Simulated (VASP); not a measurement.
# P (Fd-3m) in VASP: a series of runs

P is run at these levels: PBEsol; tasks: single point.

Everything below comes from runs of VASP 6.6.1. Logs are shortened: lines on timing, memory, paths and dates and some standing lists are left out, and cuts for length are marked.

### Step 1. The cell of the first run

It takes space group Fd-3m (No. 227, cubic). Conventional cell: a = 5.083 Å, b = 5.083 Å, c = 5.083 Å, α = 90.00°, β = 90.00°, γ = 90.00°. P (site symmetry -43m) has 4 P at 2.20 Å within 2.9 Å.

This isn't the form of P at room conditions, which is orthorhombic.

### Step 2. Single point, PBEsol (16.42 Å³/atom)

INCAR

```
SYSTEM = P
ALGO = Normal ; EDIFF = 1E-6
ENCUT = 520 ; GGA = PS
ISIF = 2 ; ISMEAR = -1
LASPH = .True. ; LCHARG = .False.
LREAL = .False. ; LWAVE = .False.
NBANDS = 12 ; NELM = 100
PREC = Accurate ; SIGMA = 0.08
```

KPOINTS

```
k-points
0
Gamma
  12 12 12
  0 0 0
```

POSCAR

```
P
1.0
    0.0000000000      2.5417026491      2.5417026491
    2.5417026491      0.0000000000      2.5417026491
    2.5417026491      2.5417026491      0.0000000000
P
2
Direct
   -0.1250000000     -0.1250000000     -0.1250000000
    0.1250000000      0.1250000000      0.1250000000
```

Potentials or basis: VASP PAW PBE potentials, release 64 (P).

On the command line:

```bash
> cat potpaw_PBE.64/P/POTCAR > POTCAR
> mpirun -np 1 vasp_std > vasp.out
```

OUTCAR:

```text
SYSTEM = P
   EDIFF = 1E-6
   ENCUT = 520
   GGA = PS
   ISIF = 2
   ISMEAR = -1
   LASPH = .True.
   LREAL = .False.
   NELM = 100
   PREC = Accurate

 ion  position               nearest neighbor table
   1  0.875  0.875  0.875-   2 2.20   2 2.20   2 2.20   2 2.20
   2  0.125  0.125  0.125-   1 2.20   1 2.20   1 2.20   1 2.20

  LATTYP: Found a face centered cubic cell.
 ALAT       =     5.0834052982

  Lattice vectors:

 A1 = (   0.0000000000,   2.5417026491,   2.5417026491)
 A2 = (   2.5417026491,   0.0000000000,   2.5417026491)
 A3 = (   2.5417026491,   2.5417026491,   0.0000000000)

Analysis of symmetry for initial positions (statically):
=====================================================================
 Subroutine PRICEL returns:
 Original cell was already a primitive cell.

 Routine SETGRP: Setting up the symmetry group for a
 face centered cubic supercell.

 Subroutine GETGRP returns: Found 48 space group operations
 (whereof 12 operations were pure point group operations)
 out of a pool of 48 trial point group operations.

The static configuration has the point symmetry D_3d.
 The point group associated with its full space group is O_h .

Analysis of symmetry for dynamics (positions and initial velocities):
=====================================================================
 Subroutine PRICEL returns:
 Original cell was already a primitive cell.

 Routine SETGRP: Setting up the symmetry group for a
 face centered cubic supercell.

 Subroutine GETGRP returns: Found 48 space group operations
 (whereof 12 operations were pure point group operations)
 out of a pool of 48 trial point group operations.

The dynamic configuration has the point symmetry D_3d.
 The point group associated with its full space group is O_h .

 Subroutine INISYM returns: Found 48 space group operations
 (whereof 12 operations are pure point group operations),
 and found     1 'primitive' translations

----------------------------------------------------------------------------------------

                                     Primitive cell

  volume of cell :      32.8401

  direct lattice vectors                    reciprocal lattice vectors
     0.000000000  2.541702649  2.541702649    -0.196718527  0.196718527  0.196718527
     2.541702649  0.000000000  2.541702649     0.196718527 -0.196718527  0.196718527
     2.541702649  2.541702649  0.000000000     0.196718527  0.196718527 -0.196718527

  length of vectors
     3.594510358  3.594510358  3.594510358     0.340726483  0.340726483  0.340726483

  position of ions in fractional coordinates (direct lattice)
     0.875000000  0.875000000  0.875000000
     0.125000000  0.125000000  0.125000000

  ion indices of the primitive-cell ions
   primitive index   ion index
                 1           1
                 2           2

----------------------------------------------------------------------------------------

 KPOINTS: k-points

Automatic generation of k-mesh.
 Grid dimensions read from file:
 generate k-points for:   12   12   12

 Generating k-lattice:

  Cartesian coordinates                     Fractional coordinates (reciprocal lattice)
    -0.016393211  0.016393211  0.016393211     0.083333333  0.000000000  0.000000000
     0.016393211 -0.016393211  0.016393211     0.000000000  0.083333333  0.000000000
     0.016393211  0.016393211 -0.016393211     0.000000000  0.000000000  0.083333333

  Length of vectors
     0.028393874  0.028393874  0.028393874

  Shift w.r.t. Gamma in fractional coordinates (k-lattice)
     0.000000000  0.000000000  0.000000000

 Subroutine IBZKPT returns following result:
 ===========================================

 Found     72 irreducible k-points:

 Following reciprocal coordinates:
            Coordinates               Weight
  0.000000  0.000000  0.000000      1.000000
  0.083333  0.000000  0.000000      8.000000
  0.166667  0.000000  0.000000      8.000000
  0.250000  0.000000  0.000000      8.000000
  0.333333  0.000000  0.000000      8.000000
  0.416667  0.000000  0.000000      8.000000
[... 16 lines left out ...]
  0.500000  0.166667  0.000000     24.000000
 -0.416667  0.166667  0.000000     24.000000
 [... further k-points ...]
   k-points           NKPTS =     72   k-points in BZ     NKDIM =     72   number of bands    NBANDS=     12
   number of dos      NEDOS =    301   number of ions     NIONS =      2
   total plane-waves  NPLWV =  21952
   dimension x,y,z NGX =    28 NGY =   28 NGZ =   28
   dimension x,y,z NGXF=    56 NGYF=   56 NGZF=   56
   ions per type =               2
   NGX,Y,Z   is equivalent  to a cutoff of  12.95, 12.95, 12.95 a.u.
   NGXF,Y,Z  is equivalent  to a cutoff of  25.90, 25.90, 25.90 a.u.
 SYSTEM =  P
   PREC   = accura    normal or accurate (medium, high low for compatibility)
   ISTART =      0    job   : 0-new  1-cont  2-samecut
   ICHARG =      2    charge: 1-file 2-atom 10-const
   ISPIN  =      1    spin polarized calculation?
   LNONCOLLINEAR =      F non collinear calculations
   LSORBIT =      F    spin-orbit coupling
   LASPH  =      T    aspherical Exc in radial PAW
   ENCUT  =  520.0 eV  38.22 Ry    6.18 a.u.   6.68  6.68  6.68*2*pi/ulx,y,z
   NELM   =    100;   NELMIN=  2; NELMDL= -5     # of ELM steps
   EDIFF  = 0.1E-05   stopping-criterion for ELM
   LREAL  =      F    real-space projection
   EDIFFG = 0.1E-04   stopping-criterion for IOM
   NSW    =      0    number of steps for IOM
   IBRION =     -1    ionic relax: 0-MD 1-quasi-New 2-CG
   NFREE  =      0    steps in history (QN), initial steepest desc. (CG)
   ISIF   =      2    stress and relaxation
   ISYM   =      2    0-nonsym 1-usesym 2-fastsym
   POTIM  = 0.5000    time-step for ionic-motion
   TEBEG  =    0.0;   TEEND  =   0.0 temperature during run
   PSTRESS=    0.0 pullay stress
   NELECT =      10.0000    total number of electrons
   NUPDOWN=      -1.0000    fix difference up-down
   EMIN   =  10.00;   EMAX   =-10.00  energy-range for DOS
   EFERMI =   0.00;   METHOD = LEGACY
   ISMEAR =    -1;   SIGMA  =   0.08  broadening in eV -4-tet -1-fermi 0-gaus
   EFERMI_NEDOS =   21; number of points for ismear=-14 and -15
   IALGO  =     38    algorithm
   IMIX   =      4    mixing-type and parameters
     AMIX     =   0.40;   BMIX     =  1.00
     AMIX_MAG =   1.60;   BMIX_MAG =  1.00
  volume/ion in A,a.u.               =      16.42       110.81
  Fermi-wavevector in a.u.,A,eV,Ry     =   1.101387  2.081320 16.504603  1.213054
  Thomas-Fermi vector in A             =   2.237814
   LORBIT       =      0    0 simple, 1 ext, 2 COOP (PROOUT), +10 PAW based schemes
   GGA     = PS    functional components
   LHFCALC =     F    Hartree Fock is set to
   AEXX    =    0.0000 exact exchange contribution
   IVDW    =     0    specifies the selected vdW correction
   LEPSILON=     F    determine dielectric tensor
   LRPA    =     F    only Hartree local field effects (RPA)
 non-spin polarized calculation
  energy-cutoff  :      520.00
  volume of cell :       32.84
 maximum number of plane-waves:       903
   NGX = 13   NGY = 13   NGZ = 13

 number of electron      10.0000000 magnetization

 number of electron       9.9999998 magnetization

 Free energy of the ion-electron system (eV)
  ---------------------------------------------------
  ext. energy  EPLUGINS =         0.00000000
  ---------------------------------------------------
  free energy    TOTEN  =       -10.25645863 eV

  energy without entropy =      -10.23380786  energy(sigma->0) =      -10.24513324

 E-fermi :   8.6568     XC(G=0): -10.6462

 val. band max:        8.6265731916   @ k =  -0.2500   0.2500   0.0833
 cond. band min:       8.6606651874   @ k =  -0.4167   0.4167   0.0833
 fundamental gap:      0.0340919959
 Fermi energy:         8.6567656079

 k-point     1 :       0.0000    0.0000    0.0000
  band No.  band energies     occupation
      1      -8.4590      2.00000
      2       4.9073      2.00000
      3       4.9073      2.00000
      4       4.9073      2.00000
      5       7.2359      2.00000
      6       8.3312      1.96640
      7       8.3312      1.96640
      8       8.3312      1.96640
      9      14.9337      0.00000
     10      15.0516      0.00000
     11      15.0516      0.00000
     12      19.1463      0.00000

 k-point     2 :       0.0833    0.0000    0.0000
  band No.  band energies     occupation
      1      -8.3612      2.00000
      2       3.8710      2.00000
      3       4.7720      2.00000
      4       4.7720      2.00000
      5       7.6347      1.99999
      6       8.5383      1.62925
      7       8.5383      1.62925
      8       8.8354      0.19377
      9      14.7853      0.00000
     10      14.7853      0.00000
     11      15.3228      0.00000
     12      18.8130      0.00000

 k-point     3 :       0.1667    0.0000    0.0000
  band No.  band energies     occupation
      1      -8.0717      2.00000
      2       2.1810      2.00000
      3       4.4662      2.00000
      4       4.4662      2.00000
      5       7.4519      2.00000
      6       9.0012      0.02664
      7       9.0012      0.02664
      8      10.4113      0.00000
      9      14.4041      0.00000
     10      14.4041      0.00000
     11      16.1639      0.00000
     12      18.4148      0.00000
[... 286 lines left out ...]
 k-point    23 :       0.5000    0.1667    0.0000
  band No.  band energies     occupation
      1      -5.8588      2.00000
      2      -2.4265      2.00000
      3       2.0560      2.00000
      4       3.1121      2.00000
      5       7.7429      1.99998
      6       9.8947      0.00000
      7      10.8387      0.00000
      8      12.7931      0.00000
      9      16.2932      0.00000
     10      17.7839      0.00000
     11      18.7526      0.00000
     12      19.1531      0.00000

 k-point    24 :      -0.4167    0.1667    0.0000
  band No.  band energies     occupation
      1      -5.7523      2.00000
      2      -2.5794      2.00000
      3       1.8493      2.00000
      4       3.2876      2.00000
      5       7.8171      1.99994
      6       9.9493      0.00000
      7      10.6053      0.00000
      8      14.3471      0.00000
      9      15.0475      0.00000
     10      15.9280      0.00000
     11      18.8251      0.00000
     12      20.5570      0.00000

 [... further k-points ...]

------------------------ aborting loop because EDIFF is reached ----------------------------------------

  FORCE on cell =-STRESS in cart. coord.  units (eV):
  Direction    XX          YY          ZZ          XY          YZ          ZX
  --------------------------------------------------------------------------------------
  -------------------------------------------------------------------------------------
  Total        2.4523331      2.4523331      2.4523331     -0.0000000      0.0000000      0.0000000
  in kB      119.6425966    119.6425966    119.6425966     -0.0000000      0.0000000      0.0000000
  external PRESSURE =     119.6425966 kB  Pullay stress =       0.0000000 kB

 VOLUME and BASIS-vectors are now :
 -----------------------------------------------------------------------------
  energy-cutoff  :      520.00
  volume of cell :       32.84
      direct lattice vectors                 reciprocal lattice vectors
     0.000000000  2.541702649  2.541702649    -0.196718527  0.196718527  0.196718527
     2.541702649  0.000000000  2.541702649     0.196718527 -0.196718527  0.196718527
     2.541702649  2.541702649  0.000000000     0.196718527  0.196718527 -0.196718527

 POSITION                                       TOTAL-FORCE (eV/Angst)
 -----------------------------------------------------------------------------------
      4.44798      4.44798      4.44798        -0.000000      0.000000      0.000000
      0.63543      0.63543      0.63543         0.000000     -0.000000     -0.000000
 -----------------------------------------------------------------------------------
    total drift:                               -0.000000     -0.000000     -0.000000

  FREE ENERGIE OF THE ION-ELECTRON SYSTEM (eV)
  ---------------------------------------------------
  free  energy   TOTEN  =       -10.2564586272 eV

  energy  without entropy=      -10.2338078586  energy(sigma->0) =      -10.24513324
```

It took 26 s on 1 thread of Intel Xeon Platinum 8375C at 2.90GHz (Ice Lake), shared host; peak memory 0.15 GiB.

Results:

```yaml
Free_energy: -10.2565 eV
Pressure: 12.0 GPa
Band_gap_on_the_k_mesh: zero (bands 5 and 6 overlap by 3.99 eV)
```

Caveat: the cell stands under pressure; the PAW data sets were made with another functional, which shifts forces and pressure a little.

### Step 3. Single point, PBEsol (16.42 Å³/atom)

INCAR

```
PREC = Accurate ; ENCUT = 520
EDIFF = 1E-6 ; ISMEAR = -1
SIGMA = 0.08 ; LREAL = F
LASPH = T ; NELM = 60
ALGO = Normal ; ISIF = 2
LWAVE = F ; LCHARG = F
GGA = PS ; NBANDS = 12
```

KPOINTS

```
regular mesh
0
Gamma
  12 12 12
```

POSCAR is that of step 2.

Potentials or basis: VASP PAW PBE potentials, release 64 (P).

On the command line:

```bash
> cat potpaw_PBE.64/P/POTCAR > POTCAR
> mpirun -np 1 vasp_std > vasp.out
```

It took 31 s on 1 thread of Intel Xeon Platinum 8375C at 2.90GHz (Ice Lake), shared host; peak memory 0.16 GiB.

Results (log left out):

| Property | Result |
| --- | --- |
| Free energy | -10.2565 eV |
| Pressure | 12.0 GPa |
| Band gap on the k mesh | zero (bands 5 and 6 overlap by 3.99 eV) |

Levels at points of the mesh, in eV from the Fermi level:
| k point | band 1 | band 2 | band 3 | band 4 | band 5 | band 6 | band 7 | band 8 | band 9 | band 10 |
| --- | --- | --- | --- | --- | --- | --- | --- | --- | --- | --- |
| (0.00, 0.00, 0.00) | -17.12 | -3.75 | -3.75 | -3.75 | -1.42 | -0.33 | -0.33 | -0.33 | 6.28 | 6.39 |
| (0.50, 0.00, 0.00) | -14.71 | -11.33 | -5.00 | -5.00 | -2.11 | 0.89 | 0.89 | 6.22 | 9.16 | 9.44 |
| (0.50, 0.50, 0.00) | -12.69 | -12.69 | -6.64 | -6.64 | -1.97 | -1.97 | 7.22 | 7.22 | 9.73 | 9.73 |

Caveat: the cell stands under pressure; the PAW data sets were made with another functional, which shifts forces and pressure a little.

### Step 4. Single point, PBEsol (17.98 Å³/atom)

This run uses another cell than the first one, of 17.98 Å³/atom.

INCAR

```
ALGO = Normal
EDIFF = 1E-7
ENCUT = 520
GGA = PS
ISIF = 2
ISMEAR = -1
LASPH = T
LCHARG = F
LREAL = F
LWAVE = F
NBANDS = 12
NELM = 100
PREC = Accurate
SIGMA = 0.08
```

KPOINTS

```
k-points
0
Gamma
  12 12 12
```

POSCAR

```
P
1.0
    0.0000000000      2.6199575538      2.6199575538
    2.6199575538      0.0000000000      2.6199575538
    2.6199575538      2.6199575538      0.0000000000
P
2
Direct
   -0.1250000000     -0.1250000000     -0.1250000000
    0.1250000000      0.1250000000      0.1250000000
```

On the command line:

```bash
> cat potpaw_PBE.64/P/POTCAR > POTCAR
> mpirun -np 1 vasp_std > vasp.out
```

It took 32 s on 1 thread of Intel Xeon Platinum 8375C at 2.90GHz (Ice Lake), shared host; peak memory 0.16 GiB.

Results (log left out):

```yaml
Free_energy: -10.4181 eV
Pressure: 4.9 GPa
Band_gap_on_the_k_mesh: zero (bands 5 and 6 overlap by 3.50 eV)
```

Levels at points of the mesh, in eV from the Fermi level:
```tsv
k point	band 1	band 2	band 3	band 4	band 5	band 6	band 7	band 8	band 9	band 10
(0.00, 0.00, 0.00)	-16.27	-3.51	-3.51	-3.51	-2.34	-0.20	-0.20	-0.20	6.01	6.52
(0.50, 0.00, 0.00)	-14.09	-10.76	-4.67	-4.67	-2.29	1.04	1.04	6.02	8.63	9.24
(0.50, 0.50, 0.00)	-12.20	-12.20	-6.16	-6.16	-1.68	-1.68	6.55	6.55	9.49	9.49
```

Caveat: the cell stands under pressure; the PAW data sets were made with another functional, which shifts forces and pressure a little.
